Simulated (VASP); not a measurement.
Input of a VASP 6.6.1 run:

Contents of INCAR:

```
SYSTEM = NaI
ALGO     = Normal         ! electronic algorithm
EDIFF    = 1E-6           ! SCF threshold, eV
ENCUT    = 520            ! plane-wave cutoff, eV
GGA      = PE             ! functional
ISIF     = 2              ! what is computed and relaxed
ISMEAR   = 0              ! smearing method
LASPH    = .TRUE.         ! aspherical terms in the spheres
LCHARG   = .FALSE.        ! write CHGCAR
LREAL    = .FALSE.        ! projectors in reciprocal space
LWAVE    = .FALSE.        ! write WAVECAR
NBANDS   = 14             ! bands
NELM     = 100            ! most SCF steps
PREC     = Accurate       ! precision mode
SIGMA    = 0.02           ! smearing width, eV
```

KPOINTS

```
k-points
0
G
  6 6 6
  0 0 0
```

POSCAR

```
NaI
1.0
    0.0000000000      3.2640968633      3.2640968633
    3.2640968633      0.0000000000      3.2640968633
    3.2640968633      3.2640968633      0.0000000000
Na I
1 1
Direct
    0.0000000000      0.0000000000      0.0000000000
    0.5000000000      0.5000000000      0.5000000000
```

Potentials or basis: VASP PAW PBE potentials, release 64 (Na_pv, I).

Launch:

```console
$ cat potpaw_PBE.64/Na_pv/POTCAR potpaw_PBE.64/I/POTCAR > POTCAR
$ mpirun -np 1 vasp_std > vasp.out
```

Q: What does it give for the band gap on the k mesh?

A: 3.57 eV, direct.

Q: What does it give for the pressure?

A: 0.0 GPa.

Caveat: spin-orbit coupling is left out, which moves the levels of the heavy elements.
